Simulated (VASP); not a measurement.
# SnSe2 (P-3m1) in VASP: notebook, part 2 of 2

VASP 6.6.1. Earlier steps stand in the parts before.

### 5 Single point, PBE (strain -1.0%)

The input, INCAR:

```
  PREC = Accurate
  ENCUT = 520
  EDIFF = 1E-6
  ISMEAR = 0
  SIGMA = 0.01
  LREAL = F
  LASPH = T
  NELM = 100
  ALGO = Normal
  ISIF = 2
  LWAVE = F
  LCHARG = F
  GGA = PE
  NBANDS = 20
```

The input, KPOINTS:

```
regular mesh
0
Gamma
  6 6 2
```

The input, POSCAR:

```
SnSe2
1.0
    3.7868978365      0.0000000000      0.0000000000
   -1.8934489183      3.2795497280      0.0000000000
    0.0000000000      0.0000000000      6.1648082737
Sn Se
1 2
Direct
    0.0000000000      0.0000000000      0.0000000000
    0.3333333333      0.6666666667      0.2571722281
    0.6666666667      0.3333333333      0.7428277719
```

Potentials or basis: VASP PAW PBE potentials, release 64 (Sn_d, Se).

Launch:

```sh
cat potpaw_PBE.64/Sn_d/POTCAR potpaw_PBE.64/Se/POTCAR > POTCAR
mpirun -np 1 vasp_std > vasp.out
```

OUTCAR:

```text
PREC = Accurate
   ENCUT = 520
   EDIFF = 1E-6
   ISMEAR = 0
   LREAL = F
   LASPH = T
   NELM = 100
   ISIF = 2
   GGA = PE

 ion  position               nearest neighbor table
   1  0.000  0.000  0.000-   2 2.70   3 2.70   3 2.70   2 2.70   3 2.70   2 2.70
   2  0.333  0.667  0.257-   1 2.70   1 2.70   1 2.70
   3  0.667  0.333  0.743-   1 2.70   1 2.70   1 2.70

  LATTYP: Found a hexagonal cell.
 ALAT       =     3.7868978365
 C/A-ratio  =     1.6279309714

  Lattice vectors:

 A1 = (   3.7868978365,   0.0000000000,   0.0000000000)
 A2 = (  -1.8934489183,   3.2795497280,   0.0000000000)
 A3 = (   0.0000000000,   0.0000000000,   6.1648082737)

Analysis of symmetry for initial positions (statically):
=====================================================================
 Subroutine PRICEL returns:
 Original cell was already a primitive cell.

 Routine SETGRP: Setting up the symmetry group for a
 hexagonal supercell.

 Subroutine GETGRP returns: Found 12 space group operations
 (whereof 12 operations were pure point group operations)
 out of a pool of 24 trial point group operations.

The static configuration has the point symmetry D_3d.

Analysis of symmetry for dynamics (positions and initial velocities):
=====================================================================
 Subroutine PRICEL returns:
 Original cell was already a primitive cell.

 Routine SETGRP: Setting up the symmetry group for a
 hexagonal supercell.

 Subroutine GETGRP returns: Found 12 space group operations
 (whereof 12 operations were pure point group operations)
 out of a pool of 24 trial point group operations.

The dynamic configuration has the point symmetry D_3d.
[... 100 lines left out ...]
   PSTRESS=    0.0 pullay stress
   NELECT =      26.0000    total number of electrons
   NUPDOWN=      -1.0000    fix difference up-down
   EMIN   =  10.00;   EMAX   =-10.00  energy-range for DOS
   EFERMI =   0.00;   METHOD = LEGACY
   ISMEAR =     0;   SIGMA  =   0.01  broadening in eV -4-tet -1-fermi 0-gaus
   EFERMI_NEDOS =   21; number of points for ismear=-14 and -15
   IALGO  =     38    algorithm
   IMIX   =      4    mixing-type and parameters
     AMIX     =   0.40;   BMIX     =  1.00
     AMIX_MAG =   1.60;   BMIX_MAG =  1.00
  volume/ion in A,a.u.               =      25.52       172.22
  Fermi-wavevector in a.u.,A,eV,Ry     =   1.142160  2.158369 17.749190  1.304529
  Thomas-Fermi vector in A             =   2.278858
   LORBIT       =      0    0 simple, 1 ext, 2 COOP (PROOUT), +10 PAW based schemes
   GGA     = PE    functional components
   LHFCALC =     F    Hartree Fock is set to
   AEXX    =    0.0000 exact exchange contribution
   IVDW    =     0    specifies the selected vdW correction
   LEPSILON=     F    determine dielectric tensor
   LRPA    =     F    only Hartree local field effects (RPA)
 non-spin polarized calculation
 Gauss-broadening in eV      SIGMA  =   0.01
  energy-cutoff  :      520.00
  volume of cell :       76.56
 maximum number of plane-waves:      2069
   NGX = 15   NGY = 15   NGZ = 23

 number of electron      25.9999998 magnetization

 Free energy of the ion-electron system (eV)
  ---------------------------------------------------
  ext. energy  EPLUGINS =         0.00000000
  ---------------------------------------------------
  free energy    TOTEN  =       -11.78007725 eV

  energy without entropy =      -11.78007725  energy(sigma->0) =      -11.78007725

 E-fermi :   4.3465     XC(G=0):  -9.5319

 val. band max:        4.2505178742   @ k =   0.1667   0.0000   0.0000
 cond. band min:       4.9948496166   @ k =   0.5000   0.0000   0.5000
 fundamental gap:      0.7443317423
 Fermi energy:         4.3464718828

 k-point     1 :       0.0000    0.0000    0.0000
  band No.  band energies     occupation
      1     -16.9849      2.00000
      2     -16.9849      2.00000
      3     -16.9444      2.00000
      4     -16.9316      2.00000
      5     -16.9316      2.00000
      6      -9.6530      2.00000
[... 311 lines left out ...]
     19      13.5348      0.00000
     20      13.5411      0.00000

------------------------ aborting loop because EDIFF is reached ----------------------------------------

  FORCE on cell =-STRESS in cart. coord.  units (eV):
  Direction    XX          YY          ZZ          XY          YZ          ZX
  --------------------------------------------------------------------------------------
  -------------------------------------------------------------------------------------
  Total        2.2385941      2.2385941      1.7017146     -0.0000000      0.0000000     -0.0000000
  in kB       46.8455721     46.8455721     35.6106513     -0.0000000      0.0000000     -0.0000000
  external PRESSURE =      43.1005985 kB  Pullay stress =       0.0000000 kB

 VOLUME and BASIS-vectors are now :
 -----------------------------------------------------------------------------
  energy-cutoff  :      520.00
  volume of cell :       76.56
      direct lattice vectors                 reciprocal lattice vectors
     3.786897837  0.000000000  0.000000000     0.264068386  0.152459954  0.000000000
    -1.893448918  3.279549728  0.000000000     0.000000000  0.304919908  0.000000000
     0.000000000  0.000000000  6.164808274     0.000000000  0.000000000  0.162211046

 POSITION                                       TOTAL-FORCE (eV/Angst)
 -----------------------------------------------------------------------------------
      0.00000      0.00000      0.00000        -0.000000      0.000000      0.000000
     -0.00000      2.18637      1.58542        -0.000000      0.000000      0.270556
      1.89345      1.09318      4.57939         0.000000      0.000000     -0.270556
 -----------------------------------------------------------------------------------
    total drift:                                0.000000      0.000000      0.000000

  FREE ENERGIE OF THE ION-ELECTRON SYSTEM (eV)
  ---------------------------------------------------
  free  energy   TOTEN  =       -11.7800772490 eV

  energy  without entropy=      -11.7800772490  energy(sigma->0) =      -11.78007725
```

Wall time 15 s (1 thread of Intel Xeon Platinum 8488C (Sapphire Rapids), shared host); peak memory 0.19 GiB.

What came out:

```
Free energy            : -11.7801 eV
Pressure               : 4.3 GPa
Largest force          : 0.271 eV/Å
Band gap on the k mesh : 0.74 eV, indirect (least direct gap 1.24 eV)
```

Forces on the atoms (eV/Å):
```
Sn   0.000  0.000  0.000
Se   0.000  0.000  0.271
Se   0.000  0.000 -0.271
```

Stress tensor (GPa, compression positive):
```
4.68 0.00 0.00
0.00 4.68 0.00
0.00 0.00 3.56
```

Caveat: the k points lie up to 0.51 Å⁻¹ apart; the cell differs from its parent crystal (strain -1.0%); spin-orbit coupling is left out, which moves the levels of the heavy elements; this functional lacks dispersion, which binds the layers, so the pressure and a relaxed spacing across them are unreliable.

### 6 Single point, PBE

This run uses another cell than the first one, of 26.30 Å³/atom, 1.130 times its volume.

The input, INCAR:

```
SYSTEM = SnSe2
PREC = Accurate ; ENCUT = 520
EDIFF = 1E-6 ; ISMEAR = 0
SIGMA = 0.01 ; LREAL = .FALSE.
LASPH = .TRUE. ; NELM = 60
ALGO = Normal ; ISIF = 2
LWAVE = .FALSE. ; LCHARG = .TRUE.
GGA = PE ; LELF = .TRUE.
LVHAR = .TRUE. ; NBANDS = 20
```

The input, KPOINTS:

```
regular mesh
0
G
  6 6 2
  0 0 0
```

The input, POSCAR:

```
SnSe2
1.0
    3.8251493298      0.0000000000      0.0000000000
   -1.9125746649      3.3126764929      0.0000000000
    0.0000000000      0.0000000000      6.2270790644
Sn Se
1 2
Direct
    0.0000000000      0.0000000000      0.0000000000
    0.3333333333      0.6666666667      0.2530782229
    0.6666666667      0.3333333333      0.7469217771
```

Potentials or basis: VASP PAW PBE potentials, release 64 (Sn_d, Se).

Launch:

```sh
cat potpaw_PBE.64/Sn_d/POTCAR potpaw_PBE.64/Se/POTCAR > POTCAR
mpirun -np 1 vasp_std > vasp.out
```

Wall time 16 s (1 thread of Intel Xeon Platinum 8488C (Sapphire Rapids), shared host); peak memory 0.19 GiB.

The run converged. Its results:

```
Free energy            : -11.8198 eV
Pressure               : 3.0 GPa
Largest force          : 0.263 eV/Å
Band gap on the k mesh : 0.79 eV, indirect (least direct gap 1.12 eV)
```

Forces in eV/Å, atoms in the order of the input:
```
Sn   0.000  0.000  0.000
Se   0.000  0.000  0.263
Se   0.000  0.000 -0.263
```

Stress tensor (GPa, compression positive):
```
3.03 0.00 0.00
0.00 3.03 0.00
0.00 0.00 2.86
```

Levels at points of the mesh, in eV from the valence-band top:
| k point | band 11 | band 12 | band 13 | band 14 | band 15 | band 16 |
| --- | --- | --- | --- | --- | --- | --- |
| (0.00, 0.00, 0.00) | -0.25 | -0.25 | -0.07 | 1.05 | 3.11 | 4.70 |
| (0.50, 0.00, 0.00) | -2.42 | -1.20 | -0.22 | 1.20 | 3.80 | 5.37 |
| (0.00, 0.00, 0.50) | -0.61 | -0.09 | -0.09 | 2.49 | 3.03 | 4.44 |
| (0.50, 0.00, 0.50) | -1.94 | -0.78 | -0.61 | 0.79 | 4.22 | 4.78 |

Caveat: the k points lie up to 0.50 Å⁻¹ apart; spin-orbit coupling is left out, which moves the levels of the heavy elements; this functional lacks dispersion, which binds the layers, so the pressure and a relaxed spacing across them are unreliable.

### 7 Overview

| cell | gap on the mesh (eV) | pressure (GPa) | largest force (eV/Å) |
| --- | --- | --- | --- |
| a = 3.672, b = 3.672, c = 5.978 Å, angles 90.0, 90.0, 120.0°, 3 atoms | 0.62 | 9.8 | 0.31 |
| a = 3.710, b = 3.710, c = 6.040 Å, angles 90.0, 90.0, 120.0°, 3 atoms | 0.66 | 7.7 | 0.30 |
| a = 3.749, b = 3.749, c = 6.103 Å, angles 90.0, 90.0, 120.0°, 3 atoms | 0.70 | 5.9 | 0.28 |
| a = 3.787, b = 3.787, c = 6.165 Å, angles 90.0, 90.0, 120.0°, 3 atoms | 0.74 | 4.3 | 0.27 |
| a = 3.825, b = 3.825, c = 6.227 Å, angles 90.0, 90.0, 120.0°, 3 atoms | 0.79 | 3.0 | 0.26 |

Alike in all rows: task single point; level PBE; potentials or basis VASP PAW PBE potentials, release 64 (Sn_d, Se); no spin polarisation; k mesh 6 × 6 × 2; cutoff (eV) 520; smearing gaussian 0.01 eV.

Caveats: all runs use coarse meshes; spin-orbit coupling is left out, which moves the levels of the heavy elements; this functional lacks dispersion, which binds the layers, so the pressure and a relaxed spacing across them are unreliable (some runs).

Total energies depend on the potentials used, so only differences within one code and one set of settings carry meaning.
